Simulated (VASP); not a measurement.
# Ag (P6_3/mmc) in VASP: notebook

The runs below take Ag through single point, with PBEsol.

Everything below comes from runs of VASP 6.6.1. Logs are shortened: lines on timing, memory, paths and dates and some standing lists are left out, and cuts for length are marked.

**1. The cell of the first run**

The structure is hexagonal, space group P6_3/mmc (No. 194). The conventional cell has a = 3.093 Å, b = 3.093 Å, c = 4.298 Å, α = 90.00°, β = 90.00°, γ = 120.00°. Within 3.7 Å of Ag (site symmetry -6m2) lie 12 Ag at 2.79 to 3.09 Å.

This isn't the form of Ag at room conditions, which is fcc.

**2. Single point, PBEsol**

The input, INCAR:

```
SYSTEM = Ag
PREC = Accurate
ENCUT = 520
EDIFF = 1E-6
ISMEAR = 0
SIGMA = 0.15
LREAL = .False.
LASPH = .True.
NELM = 80
ALGO = Fast
ISIF = 2
LWAVE = .False.
LCHARG = .False.
GGA = PS
NBANDS = 18
```

The input, KPOINTS:

```
Automatic mesh
0
Gamma
  24 24 12
  0 0 0
```

The input, POSCAR:

```
Ag
1.0
    3.0931028461      0.0000000000      0.0000000000
   -1.5465514230      2.6787056412      0.0000000000
    0.0000000000      0.0000000000      4.2981489721
Ag
2
Direct
    0.3333333333      0.6666666667      0.2500000000
    0.6666666667      0.3333333333      0.7500000000
```

Potentials or basis: VASP PAW PBE potentials, release 64 (Ag).

Command:

```bash
$ cat potpaw_PBE.64/Ag/POTCAR > POTCAR
$ mpirun -np 1 vasp_std > vasp.out
```

OUTCAR:

```text
SYSTEM = Ag
   PREC = Accurate
   ENCUT = 520
   EDIFF = 1E-6
   ISMEAR = 0
   LREAL = .False.
   LASPH = .True.
   NELM = 80
   ISIF = 2
   GGA = PS

 ion  position               nearest neighbor table
   1  0.333  0.667  0.250-   2 2.79   2 2.79   2 2.79   2 2.79   2 2.79   2 2.79
   2  0.667  0.333  0.750-   1 2.79   1 2.79   1 2.79   1 2.79   1 2.79   1 2.79

  LATTYP: Found a hexagonal cell.
 ALAT       =     3.0931028461
 C/A-ratio  =     1.3895913540

  Lattice vectors:

 A1 = (   3.0931028461,   0.0000000000,   0.0000000000)
 A2 = (  -1.5465514230,   2.6787056412,   0.0000000000)
 A3 = (   0.0000000000,   0.0000000000,   4.2981489721)

Analysis of symmetry for initial positions (statically):
=====================================================================
 Subroutine PRICEL returns:
 Original cell was already a primitive cell.

 Routine SETGRP: Setting up the symmetry group for a
 hexagonal supercell.

 Subroutine GETGRP returns: Found 24 space group operations
 (whereof 12 operations were pure point group operations)
 out of a pool of 24 trial point group operations.

The static configuration has the point symmetry D_3d.
 The point group associated with its full space group is D_6h.

Analysis of symmetry for dynamics (positions and initial velocities):
=====================================================================
 Subroutine PRICEL returns:
 Original cell was already a primitive cell.

 Routine SETGRP: Setting up the symmetry group for a
 hexagonal supercell.

 Subroutine GETGRP returns: Found 24 space group operations
 (whereof 12 operations were pure point group operations)
 out of a pool of 24 trial point group operations.

The dynamic configuration has the point symmetry D_3d.
 The point group associated with its full space group is D_6h.

 Subroutine INISYM returns: Found 24 space group operations
 (whereof 12 operations are pure point group operations),
 and found     1 'primitive' translations

----------------------------------------------------------------------------------------

                                     Primitive cell

  volume of cell :      35.6124

  direct lattice vectors                    reciprocal lattice vectors
     3.093102846  0.000000000  0.000000000     0.323299951  0.186657314  0.000000000
    -1.546551423  2.678705641  0.000000000     0.000000000  0.373314628  0.000000000
     0.000000000  0.000000000  4.298148972     0.000000000  0.000000000  0.232658292

  length of vectors
     3.093102846  3.093102846  4.298148972     0.373314628  0.373314628  0.232658292

  position of ions in fractional coordinates (direct lattice)
     0.333333333  0.666666667  0.250000000
     0.666666667  0.333333333  0.750000000

  ion indices of the primitive-cell ions
   primitive index   ion index
                 1           1
                 2           2

----------------------------------------------------------------------------------------

 KPOINTS: Automatic mesh

Automatic generation of k-mesh.
 Grid dimensions read from file:
 generate k-points for:   24   24   12

 Generating k-lattice:

  Cartesian coordinates                     Fractional coordinates (reciprocal lattice)
     0.013470831  0.007777388  0.000000000     0.041666667  0.000000000  0.000000000
     0.000000000  0.015554776  0.000000000     0.000000000  0.041666667  0.000000000
     0.000000000  0.000000000  0.019388191     0.000000000  0.000000000  0.083333333

  Length of vectors
     0.015554776  0.015554776  0.019388191

  Shift w.r.t. Gamma in fractional coordinates (k-lattice)
     0.000000000  0.000000000  0.000000000

 Subroutine IBZKPT returns following result:
 ===========================================

 Found    427 irreducible k-points:

 Following reciprocal coordinates:
            Coordinates               Weight
  0.000000  0.000000  0.000000      1.000000
  0.041667 -0.000000  0.000000      6.000000
  0.083333 -0.000000  0.000000      6.000000
  0.125000 -0.000000  0.000000      6.000000
  0.166667 -0.000000  0.000000      6.000000
  0.208333 -0.000000  0.000000      6.000000
[... 16 lines left out ...]
  0.416667  0.041667  0.000000     12.000000
  0.458333  0.041667  0.000000     12.000000
 [... further k-points ...]
   k-points           NKPTS =    427   k-points in BZ     NKDIM =    427   number of bands    NBANDS=     18
   number of dos      NEDOS =    301   number of ions     NIONS =      2
   total plane-waves  NPLWV =  18432
   dimension x,y,z NGX =    24 NGY =   24 NGZ =   32
   dimension x,y,z NGXF=    48 NGYF=   48 NGZF=   64
   ions per type =               2
   NGX,Y,Z   is equivalent  to a cutoff of  12.90, 12.90, 12.38 a.u.
   NGXF,Y,Z  is equivalent  to a cutoff of  25.80, 25.80, 24.75 a.u.
 SYSTEM =  Ag
   PREC   = accura    normal or accurate (medium, high low for compatibility)
   ISTART =      0    job   : 0-new  1-cont  2-samecut
   ICHARG =      2    charge: 1-file 2-atom 10-const
   ISPIN  =      1    spin polarized calculation?
   LNONCOLLINEAR =      F non collinear calculations
   LSORBIT =      F    spin-orbit coupling
   LASPH  =      T    aspherical Exc in radial PAW
   ENCUT  =  520.0 eV  38.22 Ry    6.18 a.u.   5.75  5.75  7.99*2*pi/ulx,y,z
   NELM   =     80;   NELMIN=  2; NELMDL= -5     # of ELM steps
   EDIFF  = 0.1E-05   stopping-criterion for ELM
   LREAL  =      F    real-space projection
   EDIFFG = 0.1E-04   stopping-criterion for IOM
   NSW    =      0    number of steps for IOM
   IBRION =     -1    ionic relax: 0-MD 1-quasi-New 2-CG
   NFREE  =      0    steps in history (QN), initial steepest desc. (CG)
   ISIF   =      2    stress and relaxation
   ISYM   =      2    0-nonsym 1-usesym 2-fastsym
   POTIM  = 0.5000    time-step for ionic-motion
   TEBEG  =    0.0;   TEEND  =   0.0 temperature during run
   PSTRESS=    0.0 pullay stress
   NELECT =      22.0000    total number of electrons
   NUPDOWN=      -1.0000    fix difference up-down
   EMIN   =  10.00;   EMAX   =-10.00  energy-range for DOS
   EFERMI =   0.00;   METHOD = LEGACY
   ISMEAR =     0;   SIGMA  =   0.15  broadening in eV -4-tet -1-fermi 0-gaus
   EFERMI_NEDOS =   21; number of points for ismear=-14 and -15
   IALGO  =     68    algorithm
   IMIX   =      4    mixing-type and parameters
     AMIX     =   0.40;   BMIX     =  1.00
     AMIX_MAG =   1.60;   BMIX_MAG =  1.00
  volume/ion in A,a.u.               =      17.81       120.16
  Fermi-wavevector in a.u.,A,eV,Ry     =   1.394276  2.634800 26.449806  1.944006
  Thomas-Fermi vector in A             =   2.517841
   LORBIT       =      0    0 simple, 1 ext, 2 COOP (PROOUT), +10 PAW based schemes
   GGA     = PS    functional components
   LHFCALC =     F    Hartree Fock is set to
   AEXX    =    0.0000 exact exchange contribution
   IVDW    =     0    specifies the selected vdW correction
   LEPSILON=     F    determine dielectric tensor
   LRPA    =     F    only Hartree local field effects (RPA)
 non-spin polarized calculation
 RMM-DIIS sequential band-by-band and
 Gauss-broadening in eV      SIGMA  =   0.15
  energy-cutoff  :      520.00
  volume of cell :       35.61
 maximum number of plane-waves:       972
 NGX is ok and might be reduce to    24

 number of electron      22.0000004 magnetization

 Free energy of the ion-electron system (eV)
  ---------------------------------------------------
  ext. energy  EPLUGINS =         0.00000000
  ---------------------------------------------------
  free energy    TOTEN  =        -6.41891958 eV

  energy without entropy =       -6.41367988  energy(sigma->0) =       -6.41629973

 E-fermi :   7.6563     XC(G=0): -12.1378

 val. band max:        7.6534495420   @ k =   0.1250   0.0833   0.2500
 cond. band min:       7.6666077620   @ k =   0.0833  -0.0000   0.1667
 fundamental gap:      0.0131582201
 Fermi energy:         7.6562886436

 k-point     1 :       0.0000    0.0000    0.0000
  band No.  band energies     occupation
      1       0.1269      2.00000
      2       1.5188      2.00000
      3       3.0848      2.00000
      4       3.0848      2.00000
      5       3.1262      2.00000
      6       3.1262      2.00000
[... 10 lines left out ...]
     17      24.7394      0.00000
     18      25.4949      0.00000

 k-point     2 :       0.0417   -0.0000    0.0000
  band No.  band energies     occupation
      1       0.1677      2.00000
      2       1.5362      2.00000
      3       3.0527      2.00000
      4       3.1045      2.00000
      5       3.1119      2.00000
      6       3.1132      2.00000
[... 10 lines left out ...]
     17      24.9249      0.00000
     18      25.9115      0.00000

 k-point     3 :       0.0833   -0.0000    0.0000
  band No.  band energies     occupation
      1       0.2888      2.00000
      2       1.5855      2.00000
      3       2.9722      2.00000
      4       3.0712      2.00000
      5       3.0724      2.00000
      6       3.1627      2.00000
[... 10 lines left out ...]
     17      25.2202      0.00000
     18      26.7796      0.00000

 k-point     4 :       0.1250   -0.0000    0.0000
  band No.  band energies     occupation
      1       0.4845      2.00000
      2       1.6579      2.00000
      3       2.8719      2.00000
      4       2.9994      2.00000
      5       3.0096      2.00000
      6       3.2566      2.00000
[... 375 lines left out ...]
      4       2.5559      2.00000
      5       3.3931      2.00000
      6       3.6644      2.00000
[... 10 lines left out ...]
     17      19.9959      0.00000
     18      22.7788      0.00000

 k-point    23 :       0.4167    0.0417    0.0000
  band No.  band energies     occupation
      1       1.6189      2.00000
      2       1.9046      2.00000
      3       1.9679      2.00000
      4       2.5219      2.00000
      5       3.5701      2.00000
      6       3.6470      2.00000
[... 10 lines left out ...]
     17      19.2471      0.00000
     18      22.7970      0.00000

 k-point    24 :       0.4583    0.0417    0.0000
  band No.  band energies     occupation
      1       1.5961      2.00000
      2       1.9088      2.00000
      3       1.9271      2.00000
      4       2.5046      2.00000
      5       3.6387      2.00000
      6       3.6705      2.00000
[... 10 lines left out ...]
     17      18.7521      0.00000
     18      22.8150      0.00000

 [... further k-points ...]

------------------------ aborting loop because EDIFF is reached ----------------------------------------

  FORCE on cell =-STRESS in cart. coord.  units (eV):
  Direction    XX          YY          ZZ          XY          YZ          ZX
  --------------------------------------------------------------------------------------
  -------------------------------------------------------------------------------------
  Total       -1.6401409     -1.6401409      0.7162771     -0.0000000      0.0000000      0.0000000
  in kB      -73.7888789    -73.7888789     32.2248466     -0.0000000      0.0000000      0.0000000
  external PRESSURE =     -38.4509704 kB  Pullay stress =       0.0000000 kB

 VOLUME and BASIS-vectors are now :
 -----------------------------------------------------------------------------
  energy-cutoff  :      520.00
  volume of cell :       35.61
      direct lattice vectors                 reciprocal lattice vectors
     3.093102846  0.000000000  0.000000000     0.323299951  0.186657314  0.000000000
    -1.546551423  2.678705641  0.000000000     0.000000000  0.373314628  0.000000000
     0.000000000  0.000000000  4.298148972     0.000000000  0.000000000  0.232658292

 POSITION                                       TOTAL-FORCE (eV/Angst)
 -----------------------------------------------------------------------------------
     -0.00000      1.78580      1.07454         0.000000     -0.000000      0.000000
      1.54655      0.89290      3.22361        -0.000000      0.000000      0.000000
 -----------------------------------------------------------------------------------
    total drift:                               -0.000000      0.000000     -0.000000

  FREE ENERGIE OF THE ION-ELECTRON SYSTEM (eV)
  ---------------------------------------------------
  free  energy   TOTEN  =        -6.4189195813 eV

  energy  without entropy=       -6.4136798794  energy(sigma->0) =       -6.41629973
```

It took 87 s on 1 thread of AMD EPYC 9R45 (Zen 5), shared host; peak memory 0.29 GiB.

Results:

* Free energy: -6.4189 eV
* Pressure: -3.8 GPa
* Band gap on the k mesh: zero (bands 11 and 12 overlap by 6.50 eV)

Caveat: the cell stands under tension; the PAW data sets were made with another functional, which shifts forces and pressure a little.

**3. Single point, PBEsol**

This run uses another cell than the first one, of the same volume but with other edges.

The input, INCAR:

```
SYSTEM = Ag
ALGO = Fast
EDIFF = 1E-6
ENCUT = 520
GGA = PS
ISIF = 2
ISMEAR = 0
LASPH = .TRUE.
LCHARG = .FALSE.
LREAL = .FALSE.
LWAVE = .FALSE.
NBANDS = 18
NELM = 100
PREC = Accurate
SIGMA = 0.15
```

The input, KPOINTS:

```
k-points
0
G
  24 24 12
  0 0 0
```

The input, POSCAR:

```
Ag
1.0
    2.7572337582      0.0000000000      0.0000000000
   -1.3786168791      2.3878344788      0.0000000000
    0.0000000000      0.0000000000      5.4090750940
Ag
2
Direct
    0.3333333333      0.6666666667      0.2500000000
    0.6666666667      0.3333333333      0.7500000000
```

Potentials or basis: VASP PAW PBE potentials, release 64 (Ag).

Command:

```bash
$ cat potpaw_PBE.64/Ag/POTCAR > POTCAR
$ mpirun -np 1 vasp_std > vasp.out
```

It took 1.9 min on 1 thread of AMD EPYC 9R45 (Zen 5), shared host; peak memory 0.3 GiB.

Results (log left out):

| Property | Result |
| --- | --- |
| Free energy | -6.3570 eV |
| Pressure | -2.4 GPa |
| Band gap on the k mesh | zero (bands 11 and 12 overlap by 8.13 eV) |

Stress tensor (GPa, compression positive):
```
  3.03   0.00   0.00
  0.00   3.03   0.00
  0.00   0.00 -13.12
```

Levels at points of the mesh, in eV from the Fermi level:
```
           k point  band 9  band 10  band 11  band 12  band 13  band 14
(0.00, 0.00, 0.00)   -3.52    -3.09    -3.09    -1.43     1.06    13.09
(0.50, 0.00, 0.00)   -2.56    -2.53     0.52     2.03     5.92     6.33
(0.00, 0.00, 0.50)   -3.28    -3.28    -3.28    -3.28     7.14     7.14
(0.50, 0.00, 0.50)   -2.54    -2.54     0.96     0.96     4.89     4.89
```

Caveat: the PAW data sets were made with another functional, which shifts forces and pressure a little.
